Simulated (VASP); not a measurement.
# ZrO2 (Fm-3m) in VASP: vibrations by perturbation theory with LDA

Aim: the vibrations by perturbation theory of ZrO2 with LDA.

Program: VASP 6.6.1. These are calculated values, not measurements. Logs are shortened: lines on timing, memory, paths and dates and some standing lists are left out, and cuts for length are marked.

### Step 1. The cell of the first run

Symmetry: Fm-3m, No. 225, cubic system. Conventional cell: a = 5.027 Å, b = 5.027 Å, c = 5.027 Å, α = 90.00°, β = 90.00°, γ = 90.00°. Within 2.9 Å of Zr (site symmetry m-3m) lie 8 O at 2.18 Å. Within 2.9 Å of O (site symmetry -43m) lie 4 Zr at 2.18 Å and 6 O at 2.51 Å.

### Step 2. Vibrations by perturbation theory, LDA

Input file INCAR:

```
ALGO = Normal
EDIFF = 1E-8
ENCUT = 600
GGA = CA
GGA_COMPAT = F
IBRION = 8
ISIF = 2
ISMEAR = 0
LASPH = T
LCHARG = F
LEPSILON = T
LREAL = F
LWAVE = F
NBANDS = 19
NELM = 120
NSW = 1
PREC = Accurate
SIGMA = 0.01
```

Input file KPOINTS:

```
k-points
0
Gamma
  8 8 8
```

Input file POSCAR:

```
ZrO2
1.0
    0.0000000000      2.5132500667      2.5132500667
    2.5132500667      0.0000000000      2.5132500667
    2.5132500667      2.5132500667      0.0000000000
Zr O
1 2
Direct
    0.0000000000      0.0000000000      0.0000000000
    0.2500000000      0.2500000000      0.2500000000
    0.7500000000      0.7500000000      0.7500000000
```

Potentials or basis: VASP PAW LDA potentials, release 64 (Zr_sv, O).

The run is started by

```sh
$ cat potpaw_LDA.64/Zr_sv/POTCAR potpaw_LDA.64/O/POTCAR > POTCAR
$ mpirun -np 1 vasp_std > vasp.out
```

OUTCAR:

```text
EDIFF = 1E-8
   ENCUT = 600
   GGA = CA
   IBRION = 8
   ISIF = 2
   ISMEAR = 0
   LASPH = T
   LEPSILON = T
   LREAL = F
   NELM = 120
   NSW = 1
   PREC = Accurate

 ion  position               nearest neighbor table
   1  0.000  0.000  0.000-   3 2.18   3 2.18   3 2.18   2 2.18   3 2.18   2 2.18   2 2.18   2 2.18

   2  0.250  0.250  0.250-   1 2.18   1 2.18   1 2.18   1 2.18
   3  0.750  0.750  0.750-   1 2.18   1 2.18   1 2.18   1 2.18

  LATTYP: Found a face centered cubic cell.
 ALAT       =     5.0265001334

  Lattice vectors:

 A1 = (   0.0000000000,   2.5132500667,   2.5132500667)
 A2 = (   2.5132500667,   0.0000000000,   2.5132500667)
 A3 = (   2.5132500667,   2.5132500667,   0.0000000000)

Analysis of symmetry for initial positions (statically):
=====================================================================
 Subroutine PRICEL returns:
 Original cell was already a primitive cell.

 Routine SETGRP: Setting up the symmetry group for a
 face centered cubic supercell.

 Subroutine GETGRP returns: Found 48 space group operations
 (whereof 48 operations were pure point group operations)
 out of a pool of 48 trial point group operations.

The static configuration has the point symmetry O_h .

Analysis of symmetry for dynamics (positions and initial velocities):
=====================================================================
 Subroutine PRICEL returns:
 Original cell was already a primitive cell.

 Routine SETGRP: Setting up the symmetry group for a
 face centered cubic supercell.

 Subroutine GETGRP returns: Found 48 space group operations
 (whereof 48 operations were pure point group operations)
 out of a pool of 48 trial point group operations.

The dynamic configuration has the point symmetry O_h .

 Subroutine INISYM returns: Found 48 space group operations
 (whereof 48 operations are pure point group operations),
 and found     1 'primitive' translations

----------------------------------------------------------------------------------------

                                     Primitive cell

  volume of cell :      31.7495

  direct lattice vectors                    reciprocal lattice vectors
     0.000000000  2.513250067  2.513250067    -0.198945583  0.198945583  0.198945583
     2.513250067  0.000000000  2.513250067     0.198945583 -0.198945583  0.198945583
     2.513250067  2.513250067  0.000000000     0.198945583  0.198945583 -0.198945583

  length of vectors
     3.554272330  3.554272330  3.554272330     0.344583858  0.344583858  0.344583858

  position of ions in fractional coordinates (direct lattice)
     0.000000000  0.000000000  0.000000000
     0.250000000  0.250000000  0.250000000
     0.750000000  0.750000000  0.750000000

  ion indices of the primitive-cell ions
   primitive index   ion index
                 1           1
                 2           2
                 3           3

----------------------------------------------------------------------------------------

 KPOINTS: k-points

Automatic generation of k-mesh.
 Grid dimensions read from file:
 generate k-points for:    8    8    8

 Generating k-lattice:

  Cartesian coordinates                     Fractional coordinates (reciprocal lattice)
    -0.024868198  0.024868198  0.024868198     0.125000000  0.000000000  0.000000000
     0.024868198 -0.024868198  0.024868198     0.000000000  0.125000000  0.000000000
     0.024868198  0.024868198 -0.024868198     0.000000000  0.000000000  0.125000000

  Length of vectors
     0.043072982  0.043072982  0.043072982

  Shift w.r.t. Gamma in fractional coordinates (k-lattice)
     0.000000000  0.000000000  0.000000000

[... 651 lines left out ...]
 -----------------------------------------------------------------------------------
    total drift:                                0.000000      0.000000      0.000000

  FREE ENERGIE OF THE ION-ELECTRON SYSTEM (eV)
  ---------------------------------------------------
  free  energy   TOTEN  =       -31.3722434075 eV

  energy  without entropy=      -31.3722434075  energy(sigma->0) =      -31.37224341

 HEAD OF MICROSCOPIC STATIC DIELECTRIC TENSOR (INDEPENDENT PARTICLE, excluding Hartree and local field effects)
 ------------------------------------------------------
           6.017216     0.000000    -0.000000
          -0.000000     6.017216    -0.000000
           0.000000     0.000000     6.017216
 ------------------------------------------------------

 Free energy of the ion-electron system (eV)
  ---------------------------------------------------
  ---------------------------------------------------
  free energy    TOTEN  =        -0.44004850 eV

  energy without entropy =       -0.44004850

------------------------ aborting loop because EDIFF is reached ----------------------------------------

--------------------------------------- Ionic step        2  -------------------------------------------

------------------------ aborting loop because EDIFF is reached ----------------------------------------

--------------------------------------- Ionic step        3  -------------------------------------------

------------------------ aborting loop because EDIFF is reached ----------------------------------------

 PIEZOELECTRIC TENSOR FIELD DIRECTION 3  (e Angst)
 -----------------------------------------------------------------------------
     0.00014  0.00000  0.00000           (  0.00000  0.00000  0.00000)
     0.00000  0.00014  0.00000           (  0.00000  0.00000 -0.00000)
     0.00000  0.00000 -0.00068           (  0.00000 -0.00000 -0.00001)

 PIEZOELECTRIC TENSOR FIELD DIRECTION 3  (C/m^2)
 -----------------------------------------------------------------------------
     0.00007  0.00000  0.00000
     0.00000  0.00007  0.00000
     0.00000  0.00000 -0.00034

--------------------------------------- Ionic step        4  -------------------------------------------

------------------------ aborting loop because EDIFF is reached ----------------------------------------

[... ionic steps 5 to 6 ...]

--------------------------------------- Ionic step        7  -------------------------------------------

 Free energy of the ion-electron system (eV)
  ---------------------------------------------------
  ---------------------------------------------------
  free energy    TOTEN  =        -0.36154346 eV

  energy without entropy =       -0.36154346

------------------------ aborting loop because EDIFF is reached ----------------------------------------

 INTERNAL STRAIN TENSOR  FOR ION    2  DIRECTION 1   (eV/Angst):
 -----------------------------------------------------------------------------
    -0.00039  0.00000  0.00000
     0.00000 -0.00057 -8.15803
     0.00000 -8.15803 -0.00057

 MACROSCOPIC STATIC DIELECTRIC TENSOR (including local field effects in DFT)
 ------------------------------------------------------
           5.814533    -0.000000    -0.000000
           0.000000     5.814533    -0.000000
           0.000000     0.000000     5.814533
 ------------------------------------------------------

 PIEZOELECTRIC TENSOR (including local field effects)  for field in x, y, z        (e  Angst)
          XX          YY          ZZ          XY          YZ          ZX
  --------------------------------------------------------------------------------
  x     0.00000     0.00000     0.00000     0.00000     0.00000     0.00000
  y     0.00000     0.00000     0.00000     0.00000     0.00000     0.00000
  z     0.00000     0.00000     0.00000     0.00000     0.00000     0.00000

 PIEZOELECTRIC TENSOR (including local field effects)  for field in x, y, z        (C/m^2)
          XX          YY          ZZ          XY          YZ          ZX
  --------------------------------------------------------------------------------
  x     0.00000     0.00000     0.00000     0.00000     0.00000     0.00000
  y     0.00000     0.00000     0.00000     0.00000     0.00000     0.00000
  z     0.00000     0.00000     0.00000     0.00000     0.00000     0.00000

 BORN EFFECTIVE CHARGES (including local field effects) (in |e|, cummulative output)
 ---------------------------------------------------------------------------------
 ion    1
    1     5.74221    -0.00000     0.00000
    2     0.00000     5.74221     0.00000
    3     0.00000     0.00000     5.74221
 ion    2
    1    -2.87110     0.00000     0.00000
    2     0.00000    -2.87110     0.00000
    3    -0.00000     0.00000    -2.87110
 ion    3
    1    -2.87110     0.00000     0.00000
    2     0.00000    -2.87110     0.00000
    3    -0.00000     0.00000    -2.87110

 INTERNAL STRAIN TENSOR FOR ION    3 for displacements in x,y,z  (eV/Angst):
          X           Y           Z          XY          YZ          ZX
  --------------------------------------------------------------------------------
  x     0.00000    -0.00000    -0.00000     0.00000     8.15803     0.00000
  y    -0.00000     0.00000    -0.00000     0.00000     0.00000     8.15803
  z    -0.00000    -0.00000     0.00000     8.15803     0.00000     0.00000

 SECOND DERIVATIVES (NOT SYMMETRIZED)
 ------------------------------------
               1X          1Y          1Z          2X          2Y          2Z          3X          3Y          3Z
  1X    -6.312371    0.000000    0.000000    3.156186    0.000000    0.000000    3.156186    0.000000    0.000000
  1Y     0.000000   -6.312371    0.000000    0.000000    3.156186    0.000000    0.000000    3.156186    0.000000
  1Z     0.000000    0.000000   -6.312371    0.000000    0.000000    3.156186    0.000000    0.000000    3.156186
  2X     3.146458    0.000000    0.000000  -11.570972    0.000000    0.000000    8.424514    0.000000    0.000000
  2Y     0.000000    3.146458    0.000000    0.000000  -11.570972    0.000000    0.000000    8.424514    0.000000
  2Z     0.000000    0.000000    3.146458    0.000000    0.000000  -11.570972    0.000000    0.000000    8.424514
  3X     3.146458    0.000000    0.000000    8.424514    0.000000    0.000000  -11.570972    0.000000    0.000000
  3Y     0.000000    3.146458    0.000000    0.000000    8.424514    0.000000    0.000000  -11.570972    0.000000
  3Z     0.000000    0.000000    3.146458    0.000000    0.000000    8.424514    0.000000    0.000000  -11.570972

 Eigenvectors and eigenvalues of the dynamical matrix
 ----------------------------------------------------

   1 f  =   17.476591 THz   109.808660 2PiTHz  582.956327 cm-1    72.277340 meV
             X         Y         Z           dx          dy          dz
      0.000000  0.000000  0.000000    -0.000000    0.000000    0.000000
      1.256625  1.256625  1.256625     0.707070   -0.007258   -0.000000
      3.769875  3.769875  3.769875    -0.707070    0.007258   -0.000000
[... 43 lines left out ...]
   9 f/i=    0.005459 THz     0.034299 2PiTHz    0.182087 cm-1     0.022576 meV
             X         Y         Z           dx          dy          dz
      0.000000  0.000000  0.000000    -0.003212    0.012414   -0.859972
      1.256625  1.256625  1.256625    -0.001347    0.005207   -0.360712
      3.769875  3.769875  3.769875    -0.001347    0.005207   -0.360712

--------------------------------------------------------------------------------------------------------

 MACROSCOPIC STATIC DIELECTRIC TENSOR IONIC CONTRIBUTION
 ------------------------------------------------------
          29.801655     0.000000    -0.000000
           0.000000    29.801655     0.000000
          -0.000000     0.000000    29.801655
 ------------------------------------------------------

 ELASTIC MODULI CONTR FROM IONIC RELAXATION (kBar)
 Direction    XX          YY          ZZ          XY          YZ          ZX
 --------------------------------------------------------------------------------
 XX          -0.0000     -0.0000     -0.0000      0.0000      0.0000      0.0000
 YY          -0.0000     -0.0000     -0.0000      0.0000      0.0000      0.0000
 ZZ          -0.0000     -0.0000     -0.0000     -0.0000      0.0000      0.0000
 XY           0.0000      0.0000     -0.0000   -335.9252      0.0000     -0.0000
 YZ           0.0000      0.0000      0.0000      0.0000   -335.9252     -0.0000
 ZX           0.0000      0.0000      0.0000     -0.0000     -0.0000   -335.9252
 --------------------------------------------------------------------------------

 PIEZOELECTRIC TENSOR IONIC CONTR  for field in x, y, z        (C/m^2)
          XX          YY          ZZ          XY          YZ          ZX
  --------------------------------------------------------------------------------
  x    -0.00000    -0.00000    -0.00000     0.00000    -0.00000     0.00000
  y    -0.00000     0.00000    -0.00000    -0.00000    -0.00000     0.00000
  z     0.00000    -0.00000    -0.00000     0.00000     0.00000    -0.00000
```

Wall time 5.3 min (1 thread of Intel Xeon 6975P-C (Granite Rapids), shared host); peak memory 0.33 GiB.

What came out:

```yaml
Electronic_dielectric_tensor_diagonal: 5.81
Born_charges_mean_of_the_diagonal: Zr +5.74; O -2.87 e
Highest_phonon_frequency_at_Γ_LO-TO_splitting_left_out: 583 cm⁻¹
```

Phonon frequencies in cm⁻¹ (negative: imaginary):
| q point | frequencies |
| --- | --- |
| (0.000, 0.000, 0.000) | 0 0 0 269 269 269 583 583 583 |

Electronic dielectric tensor:
```
5.81 0.00 0.00
0.00 5.81 0.00
0.00 0.00 5.81
```

Born effective charge tensors (e):
atom 1, Zr
```
5.74 0.00 0.00
0.00 5.74 0.00
0.00 0.00 5.74
```
atom 2, O
```
-2.87  0.00  0.00
 0.00 -2.87  0.00
 0.00  0.00 -2.87
```
atom 3, O
```
-2.87  0.00  0.00
 0.00 -2.87  0.00
 0.00  0.00 -2.87
```
